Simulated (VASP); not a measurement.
Set up this calculation in VASP 6.6.1, as the native input.

| Item | Value |
| --- | --- |
| Task | single point |
| Functional | RPBE |
| Potentials or basis | VASP PAW PBE potentials, release 64 (Se) |
| Cutoff | 520 eV |
| k mesh | 12 × 12 × 12 |
| Occupations | fermi-dirac, width 0.1 eV |
| Spin | no spin polarisation |
| Dipole correction | no |
| Further INCAR settings | ALGO = Normal; EDIFF = 1e-07; NBANDS = 9 |

The structure of Se lies in POSCAR:

```
Se
1.0
    2.7770827493      0.0000000000      0.0000000000
    0.0000000000      2.7770827493      0.0000000000
    0.0000000000      0.0000000000      2.7770827493
Se
1
Direct
    0.0000000000      0.0000000000      0.0000000000
```

This cell differs from its parent crystal: volume scaled by 0.92.

These files were run (other wordings do the same):

INCAR

```
PREC = Accurate
ENCUT = 520
EDIFF = 1E-7
ISMEAR = -1
SIGMA = 0.1
LREAL = F
LASPH = T
NELM = 80
ALGO = Normal
ISIF = 2
LWAVE = F
LCHARG = T
GGA = RP
LELF = T
LVHAR = T
NBANDS = 9
```

KPOINTS

```
regular mesh
0
Gamma
  12 12 12
```

Potentials or basis: VASP PAW PBE potentials, release 64 (Se).

Command:

```bash
$ cat potpaw_PBE.64/Se/POTCAR > POTCAR
$ mpirun -np 1 vasp_std > vasp.out
```

Results of the run:

The pressure is 6.6 GPa and the band gap on the k mesh is zero (band 3 reaches 8.49 eV, above the bottom of band 4 at 1.91 eV).

Caveat: the PAW data sets were made with another functional, which shifts forces and pressure a little.

It took 8.1 s on 1 thread of Intel Xeon 6975P-C, with other jobs on the host, peak memory 0.14 GiB.
